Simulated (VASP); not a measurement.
Wanted: the native input for a VASP 6.6.1 run.

```
Task                   : single point
Functional             : PBEsol
Potentials or basis    : VASP PAW PBE potentials, release 64 (Ti_sv, C)
Cutoff                 : 520 eV
k mesh                 : 18 × 18 × 18
Occupations            : gaussian, width 0.15 eV
Spin                   : no spin polarisation
Dipole correction      : no
Further INCAR settings : ALGO = Normal; EDIFF = 1e-07; NBANDS = 21
```

The structure of Ti2C lies in POSCAR:

```
Ti2C
1.0
    1.4653474514      0.8460187455      4.7727429385
   -1.4653474514      0.8460187455      4.7727429385
    0.0000000000     -1.6920374911      4.7727429385
Ti C
2 1
Direct
    0.2458180107      0.2458180107      0.2458180107
    0.7541819893      0.7541819893      0.7541819893
    0.5000000000      0.5000000000      0.5000000000
```

This cell differs from its parent crystal: strain -0.040 along x and y, +0.000 along z.

These files were run (other wordings do the same):

INCAR

```
SYSTEM = Ti2C
  PREC = Accurate
  ENCUT = 520
  EDIFF = 1E-7
  ISMEAR = 0
  SIGMA = 0.15
  LREAL = .FALSE.
  LASPH = .TRUE.
  NELM = 100
  ALGO = Normal
  ISIF = 2
  LWAVE = .FALSE.
  LCHARG = .FALSE.
  GGA = PS
  NBANDS = 21
```

KPOINTS

```
regular mesh
0
G
  18 18 18
  0 0 0
```

Potentials or basis: VASP PAW PBE potentials, release 64 (Ti_sv, C).

Launch:

```sh
$ cat potpaw_PBE.64/Ti_sv/POTCAR potpaw_PBE.64/C/POTCAR > POTCAR
$ mpirun -np 1 vasp_std > vasp.out
```

Results of the run:

```yaml
Pressure: 19.2 GPa
Largest_force: 0.871 eV/Å
Band_gap_on_the_k_mesh: zero (bands 14 and 15 overlap by 1.10 eV)
```

Caveat: the cell differs from its parent crystal (strain -0.040 along x and y, +0.000 along z); the stress differs along the axes, from 12 to 23 GPa; the PAW data sets were made with another functional, which shifts forces and pressure a little.

Run time: 14 min on 1 thread of AMD EPYC 7R13 Processor (Zen 3) (shared host), peak memory 0.52 GiB.
